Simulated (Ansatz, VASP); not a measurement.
# Two plane-wave programs on MgO

POSCAR

```
MgO
1.0
    0.0000000000      2.1351500000      2.1351500000
    2.1351500000      0.0000000000      2.1351500000
    2.1351500000      2.1351500000      0.0000000000
Mg O
1 1
Direct
    0.0000000000      0.0000000000      0.0000000000
    0.4795096363      0.4795096363      0.5204903637
```

INCAR.step1

```
  PREC = Accurate
  ENCUT = 750
  ISMEAR = 0
  SIGMA = 0.05
  LREAL = False
  LASPH = True
  NELM = 120
  NBANDS = 15
  GGA = PE
  ALGO = Normal
  EDIFF = 1E-5
  LWAVE = True
  LCHARG = False
  GGA_COMPAT = False
```

INCAR.step2

```
  PREC = Accurate
  ENCUT = 750
  EDIFF = 1E-6
  ISMEAR = 0
  SIGMA = 0.05
  LREAL = False
  LASPH = True
  NELM = 120
  ALGO = Normal
  ISIF = 2
  LWAVE = False
  LCHARG = False
  METAGGA = R2SCAN
  LMIXTAU = True
  NBANDS = 15
  ISTART = 1
  GGA_COMPAT = False
```

KPOINTS

```
Automatic mesh
0
Gamma
  10 10 10
```

Input for Ansatz:

```yaml
crystal:
  lattice:
    - [0.0, 2.13515, 2.13515]
    - [2.13515, 0.0, 2.13515]
    - [2.13515, 2.13515, 0.0]
  atoms:
    - { symbol: Mg, position: [0.0, 0.0, 0.0] }
    - { symbol: O, position: [0.4795096363, 0.4795096363, 0.5204903637] }
basis:
  ecutwfc: 500
kpoints:
  mp_grid: { grid: [10, 10, 10] }
hamiltonian:
  xc: r2scan
scf:
  occupations: { method: gaussian, width: 0.05 }
output:
  forces: true
  stress: true
  eigenvalues: true
```

Change from the starting cell: all O atoms moved +0.087 Å, as atom 2 towards its neighbour atom 1 (Mg) at 2.135 Å.

Alike in both runs: task single point; functional r2SCAN; k mesh 10 × 10 × 10; occupations gaussian, width 0.05 eV; no spin polarisation.

|  | VASP | Ansatz |
| --- | --- | --- |
| version | VASP 6.6.1 | Ansatz 0.2.0 |
| potentials or method | VASP PAW PBE potentials, release 64 (Mg_sv, O), cutoff 750 eV | scalar-relativistic, plane waves, PAW |
| valence electrons in the cell | 16 | 16 |

Ansatz gave:

| Quantity | Value |
| --- | --- |
| gap on the k mesh at the Fermi level (eV) | 5.22 |
| least direct gap on the mesh (eV) | 5.22 |
| pressure (GPa) | -6.4 |
| traceless stress, the component that is largest in VASP (GPa) | 1.57 |
| rms of the force components (eV/Å) | 0.239 |

What did VASP give for the same quantities?

gap on the k mesh at the Fermi level (eV): 5.24; least direct gap on the mesh (eV): 5.24; pressure (GPa): -6.4; traceless stress, the component that is largest in VASP (GPa): 1.58; rms of the force components (eV/Å): 0.244.

VASP's potentials were made for PBE, not for r2SCAN. Atom by atom the forces differ by 0.005 eV/Å (rms over components).
